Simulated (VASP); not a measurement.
# AlNi3 in VASP: a series of runs

The runs below take AlNi3 through single point, relaxation of cell and atoms, relaxation of the atoms, with PBEsol+D3(BJ), PBE+D4, r2SCAN, PBE.

All numbers are computed with VASP 6.6.1; they aren't measurements. Logs are shortened: lines on timing, memory, paths and dates and some standing lists are left out, and cuts for length are marked.

## 1. The cell of the first run

It takes space group Pm-3m (No. 221, cubic). The conventional cell has a = 3.483 Å, b = 3.483 Å, c = 3.483 Å, α = 90.00°, β = 90.00°, γ = 90.00°. Ni (site symmetry 4/mmm) has 8 Ni at 2.46 Å and 4 Al at 2.46 Å within 3.3 Å. Within 3.3 Å of Al (site symmetry m-3m) lie 12 Ni at 2.46 Å.

## 2. Single point, PBEsol+D3(BJ), collinear spin, ferromagnetic start

Contents of INCAR:

```
PREC = Accurate
ENCUT = 520
EDIFF = 1E-6
ISMEAR = -1
SIGMA = 0.05
LREAL = False
LASPH = True
NELM = 150
ALGO = Normal
ISIF = 2
LWAVE = False
LCHARG = False
ISPIN = 2
MAGMOM = 1 1 1 0
LORBIT = 11
LMAXMIX = 4
GGA = PS
IVDW = 12
NBANDS = 28
```

Contents of KPOINTS:

```
regular mesh
0
Gamma
  8 8 8
```

Contents of POSCAR:

```
AlNi3
1.0
    3.4828197458      0.0000000000      0.0000000000
    0.0000000000      3.4828197458      0.0000000000
    0.0000000000      0.0000000000      3.4828197458
Ni Al
3 1
Direct
    0.5000000000      0.5000000000      0.0000000000
    0.5000000000      0.0000000000      0.5000000000
    0.0000000000      0.5000000000      0.5000000000
    0.0000000000      0.0000000000      0.0000000000
```

Potentials or basis: VASP PAW PBE potentials, release 64 (Ni, Al).

Launch:

```sh
> cat potpaw_PBE.64/Ni/POTCAR potpaw_PBE.64/Al/POTCAR > POTCAR
> mpirun -np 1 vasp_std > vasp.out
```

OUTCAR:

```text
PREC = Accurate
   ENCUT = 520
   EDIFF = 1E-6
   ISMEAR = -1
   LREAL = False
   LASPH = True
   NELM = 150
   ISIF = 2
   ISPIN = 2
   LORBIT = 11
   GGA = PS
   IVDW = 12
 IVDW          = 12

 ion  position               nearest neighbor table
   1  0.500  0.500  0.000-   2 2.46   3 2.46   4 2.46   2 2.46   3 2.46   2 2.46   4 2.46   2 2.46
                             3 2.46   4 2.46   3 2.46   4 2.46
   2  0.500  0.000  0.500-   1 2.46   3 2.46   4 2.46   1 2.46   4 2.46   1 2.46   3 2.46   1 2.46
                             3 2.46   4 2.46   4 2.46   3 2.46
   3  0.000  0.500  0.500-   1 2.46   2 2.46   4 2.46   1 2.46   4 2.46   2 2.46   4 2.46   4 2.46
                             1 2.46   2 2.46   1 2.46   2 2.46
   4  0.000  0.000  0.000-   1 2.46   2 2.46   3 2.46   2 2.46   3 2.46   1 2.46   3 2.46   3 2.46
                             1 2.46   2 2.46   2 2.46   1 2.46

  LATTYP: Found a simple cubic cell.
 ALAT       =     3.4828197458

  Lattice vectors:

 A1 = (   3.4828197458,   0.0000000000,   0.0000000000)
 A2 = (   0.0000000000,   3.4828197458,   0.0000000000)
 A3 = (   0.0000000000,   0.0000000000,   3.4828197458)

Analysis of symmetry for initial positions (statically):
=====================================================================
 Subroutine PRICEL returns:
 Original cell was already a primitive cell.

 Routine SETGRP: Setting up the symmetry group for a
 simple cubic supercell.

 Subroutine GETGRP returns: Found 48 space group operations
 (whereof 48 operations were pure point group operations)
 out of a pool of 48 trial point group operations.

The static configuration has the point symmetry O_h .

Analysis of symmetry for dynamics (positions and initial velocities):
=====================================================================
 Subroutine PRICEL returns:
 Original cell was already a primitive cell.

 Routine SETGRP: Setting up the symmetry group for a
 simple cubic supercell.

 Subroutine GETGRP returns: Found 48 space group operations
 (whereof 48 operations were pure point group operations)
 out of a pool of 48 trial point group operations.

The dynamic configuration has the point symmetry O_h .

Analysis of structural, dynamic, and magnetic symmetry:
=====================================================================
 Subroutine PRICEL returns:
 Original cell was already a primitive cell.

 Routine SETGRP: Setting up the symmetry group for a
 simple cubic supercell.

 Subroutine GETGRP returns: Found 48 space group operations
 (whereof 48 operations were pure point group operations)
 out of a pool of 48 trial point group operations.

The overall configuration has the point symmetry O_h .

 Subroutine INISYM returns: Found 48 space group operations
 (whereof 48 operations are pure point group operations),
 and found     1 'primitive' translations

----------------------------------------------------------------------------------------

                                     Primitive cell

  volume of cell :      42.2467

  direct lattice vectors                    reciprocal lattice vectors
     3.482819746  0.000000000  0.000000000     0.287123674  0.000000000  0.000000000
     0.000000000  3.482819746  0.000000000     0.000000000  0.287123674  0.000000000
     0.000000000  0.000000000  3.482819746     0.000000000  0.000000000  0.287123674

  length of vectors
     3.482819746  3.482819746  3.482819746     0.287123674  0.287123674  0.287123674

  position of ions in fractional coordinates (direct lattice)
     0.500000000  0.500000000  0.000000000
     0.500000000  0.000000000  0.500000000
     0.000000000  0.500000000  0.500000000
     0.000000000  0.000000000  0.000000000

  ion indices of the primitive-cell ions
   primitive index   ion index
                 1           1
                 2           2
                 3           3
                 4           4

----------------------------------------------------------------------------------------

 KPOINTS: regular mesh

Automatic generation of k-mesh.
 Grid dimensions read from file:
 generate k-points for:    8    8    8

 Generating k-lattice:

  Cartesian coordinates                     Fractional coordinates (reciprocal lattice)
     0.035890459  0.000000000  0.000000000     0.125000000  0.000000000  0.000000000
     0.000000000  0.035890459  0.000000000     0.000000000  0.125000000  0.000000000
     0.000000000  0.000000000  0.035890459     0.000000000  0.000000000  0.125000000

  Length of vectors
     0.035890459  0.035890459  0.035890459

  Shift w.r.t. Gamma in fractional coordinates (k-lattice)
     0.000000000  0.000000000  0.000000000

 Subroutine IBZKPT returns following result:
 ===========================================

 Found     35 irreducible k-points:

 Following reciprocal coordinates:
            Coordinates               Weight
  0.000000  0.000000  0.000000      1.000000
  0.125000  0.000000  0.000000      6.000000
  0.250000  0.000000  0.000000      6.000000
  0.375000  0.000000  0.000000      6.000000
  0.500000  0.000000  0.000000      3.000000
  0.125000  0.125000  0.000000     12.000000
[... 16 lines left out ...]
  0.375000  0.375000  0.125000     24.000000
  0.500000  0.375000  0.125000     24.000000
 [... further k-points ...]
   k-points           NKPTS =     35   k-points in BZ     NKDIM =     35   number of bands    NBANDS=     28
   number of dos      NEDOS =    301   number of ions     NIONS =      4
   total plane-waves  NPLWV =  21952
   dimension x,y,z NGX =    28 NGY =   28 NGZ =   28
   dimension x,y,z NGXF=    56 NGYF=   56 NGZF=   56
   ions per type =               3   1
   NGX,Y,Z   is equivalent  to a cutoff of  13.37, 13.37, 13.37 a.u.
   NGXF,Y,Z  is equivalent  to a cutoff of  26.73, 26.73, 26.73 a.u.
 SYSTEM =  unknown system
   PREC   = accura    normal or accurate (medium, high low for compatibility)
   ISTART =      0    job   : 0-new  1-cont  2-samecut
   ICHARG =      2    charge: 1-file 2-atom 10-const
   ISPIN  =      2    spin polarized calculation?
   LNONCOLLINEAR =      F non collinear calculations
   LSORBIT =      F    spin-orbit coupling
   LASPH  =      T    aspherical Exc in radial PAW
   ENCUT  =  520.0 eV  38.22 Ry    6.18 a.u.   6.48  6.48  6.48*2*pi/ulx,y,z
   NELM   =    150;   NELMIN=  2; NELMDL= -5     # of ELM steps
   EDIFF  = 0.1E-05   stopping-criterion for ELM
   LREAL  =      F    real-space projection
   EDIFFG = 0.1E-04   stopping-criterion for IOM
   NSW    =      0    number of steps for IOM
   IBRION =     -1    ionic relax: 0-MD 1-quasi-New 2-CG
   NFREE  =      0    steps in history (QN), initial steepest desc. (CG)
   ISIF   =      2    stress and relaxation
   ISYM   =      2    0-nonsym 1-usesym 2-fastsym
   POTIM  = 0.5000    time-step for ionic-motion
   TEBEG  =    0.0;   TEEND  =   0.0 temperature during run
   PSTRESS=    0.0 pullay stress
   NELECT =      33.0000    total number of electrons
   NUPDOWN=      -1.0000    fix difference up-down
   EMIN   =  10.00;   EMAX   =-10.00  energy-range for DOS
   EFERMI =   0.00;   METHOD = LEGACY
   ISMEAR =    -1;   SIGMA  =   0.05  broadening in eV -4-tet -1-fermi 0-gaus
   EFERMI_NEDOS =   21; number of points for ismear=-14 and -15
   IALGO  =     38    algorithm
   IMIX   =      4    mixing-type and parameters
     AMIX     =   0.40;   BMIX     =  1.00
     AMIX_MAG =   1.60;   BMIX_MAG =  1.00
  volume/ion in A,a.u.               =      10.56        71.27
  Fermi-wavevector in a.u.,A,eV,Ry     =   1.507701  2.849141 30.928240  2.273162
  Thomas-Fermi vector in A             =   2.618252
   LORBIT       =     11    0 simple, 1 ext, 2 COOP (PROOUT), +10 PAW based schemes
   GGA     = PS    functional components
   LHFCALC =     F    Hartree Fock is set to
   AEXX    =    0.0000 exact exchange contribution
   IVDW    =    12    specifies the selected vdW correction
   LEPSILON=     F    determine dielectric tensor
   LRPA    =     F    only Hartree local field effects (RPA)
 spin polarized calculation
  energy-cutoff  :      520.00
  volume of cell :       42.25
 maximum number of plane-waves:      1157
 NGX is ok and might be reduce to    28
   NGX = 13   NGY = 13   NGZ = 13

 number of electron      32.9999974 magnetization       0.5802361

 Free energy of the ion-electron system (eV)
  ---------------------------------------------------
  ext. energy  EPLUGINS =         0.00000000
  ---------------------------------------------------
  free energy    TOTEN  =       -24.27509198 eV

  energy without entropy =      -24.24315408  energy(sigma->0) =      -24.25912303

 E-fermi :  10.2444     XC(G=0): -13.1929

 val. band max:       10.2288410641   @ k =   0.3750   0.2500   0.1250
 cond. band min:      10.2496791296   @ k =   0.5000   0.2500   0.2500
 fundamental gap:      0.0208380655
 Fermi energy:        10.2444284083

 spin component 1

 k-point     1 :       0.0000    0.0000    0.0000
  band No.  band energies     occupation
      1      -0.1667      1.00000
      2       5.5678      1.00000
      3       6.2843      1.00000
      4       6.2843      1.00000
      5       6.6829      1.00000
      6       6.6829      1.00000
[... 733 lines left out ...]
     27      25.5955      0.00000
     28      25.9025      0.00000

 [... further k-points ...]

 spin component 2

 k-point     1 :       0.0000    0.0000    0.0000
  band No.  band energies     occupation
      1      -0.1818      1.00000
      2       5.6454      1.00000
      3       6.4082      1.00000
      4       6.4082      1.00000
      5       6.9018      1.00000
      6       6.9018      1.00000
[... 733 lines left out ...]
     27      25.5802      0.00000
     28      25.9321      0.00000

 [... further k-points ...]

------------------------ aborting loop because EDIFF is reached ----------------------------------------

 Edisp (eV)   -1.78155

 E8    (eV) :    -1.1762

  FORCE on cell =-STRESS in cart. coord.  units (eV):
  Direction    XX          YY          ZZ          XY          YZ          ZX
  --------------------------------------------------------------------------------------
  -------------------------------------------------------------------------------------
  Total       0.01958     0.01958     0.01958     0.00000    -0.00000     0.00000
  in kB       0.74244     0.74244     0.74244     0.00000    -0.00000     0.00000
  external pressure =        0.74 kB  Pullay stress =        0.00 kB

 VOLUME and BASIS-vectors are now :
 -----------------------------------------------------------------------------
  energy-cutoff  :      520.00
  volume of cell :       42.25
      direct lattice vectors                 reciprocal lattice vectors
     3.482819746  0.000000000  0.000000000     0.287123674  0.000000000  0.000000000
     0.000000000  3.482819746  0.000000000     0.000000000  0.287123674  0.000000000
     0.000000000  0.000000000  3.482819746     0.000000000  0.000000000  0.287123674

 POSITION                                       TOTAL-FORCE (eV/Angst)
 -----------------------------------------------------------------------------------
      1.74141      1.74141      0.00000         0.000000      0.000000      0.000000
      1.74141      0.00000      1.74141         0.000000      0.000000      0.000000
      0.00000      1.74141      1.74141         0.000000      0.000000      0.000000
      0.00000      0.00000      0.00000         0.000000      0.000000      0.000000
 -----------------------------------------------------------------------------------
    total drift:                                0.000000      0.000000      0.000000

  FREE ENERGIE OF THE ION-ELECTRON SYSTEM (eV)
  ---------------------------------------------------
  free  energy   TOTEN  =       -26.0566395513 eV

  energy  without entropy=      -26.0247016531  energy(sigma->0) =      -26.04067060

 total charge

# of ion       s       p       d       tot
------------------------------------------
    1        0.527   0.583   8.415   9.525
    2        0.527   0.583   8.415   9.525
    3        0.527   0.583   8.415   9.525
    4        0.414   0.419   0.000   0.834
--------------------------------------------------
tot          1.994   2.167  25.246  29.407

 magnetization (x)

# of ion       s       p       d       tot
------------------------------------------
    1       -0.002  -0.007   0.212   0.203
    2       -0.002  -0.007   0.212   0.203
    3       -0.002  -0.007   0.212   0.203
    4       -0.000  -0.006   0.000  -0.007
--------------------------------------------------
tot         -0.007  -0.026   0.636   0.603
```

Run time: 88 s. Hardware: 1 thread of Intel Xeon Platinum 8259CL at 2.50GHz (Skylake/Cascade Lake), shared host; peak memory 0.22 GiB.

What came out:

- Free energy: -26.0566 eV
- Pressure: 0.1 GPa
- Net moment: 0.58 μB per cell
- Site moments: Ni +0.20; Al -0.01 μB
- Valence electrons inside the program's atomic spheres: Ni 9.53; Al 0.83
- Dispersion energy per atom: -0.445 eV

Caveat: the PAW data sets were made with another functional, which shifts forces and pressure a little.

[end of part 1 of 3]
